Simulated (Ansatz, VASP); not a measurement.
**Two plane-wave programs on K**

```
CELL_PARAMETERS angstrom
8.49038 0.00000 0.00000
0.00000 8.49038 0.00000
0.00000 0.00000 8.49038
ATOMIC_POSITIONS crystal
K 0.00000 0.00000 0.00000
K 0.50000 0.25000 0.00000
K 0.50000 0.75000 0.00000
K 0.00000 0.50000 0.25000
K 0.25000 0.00000 0.50000
K 0.75000 0.00000 0.50000
K 0.50000 0.50000 0.50000
K 0.00000 0.50000 0.75000
```

Alike in both runs: task single point; functional LDA; k mesh 4 × 4 × 4; occupations gaussian, width 0.05 eV; no spin polarisation.

```csv
,VASP,Ansatz
version,VASP 6.6.1,Ansatz 0.2.0
potentials or method,"VASP PAW LDA potentials, release 64 (K_sv), cutoff 520 eV","scalar-relativistic, plane waves, PAW"
valence electrons in the cell,72,72
```

|  | VASP | Ansatz | Ansatz less VASP |
| --- | --- | --- | --- |
| gap on the k mesh at the Fermi level (eV) | none | none | - |
| pressure (GPa) | -0.5 | -0.5 | +0.01 |

LDA's correlation is that of Perdew and Zunger in VASP and of Perdew and Wang (1992) in Ansatz. A gap of «none» marks a metal or a gap that the smearing closes.
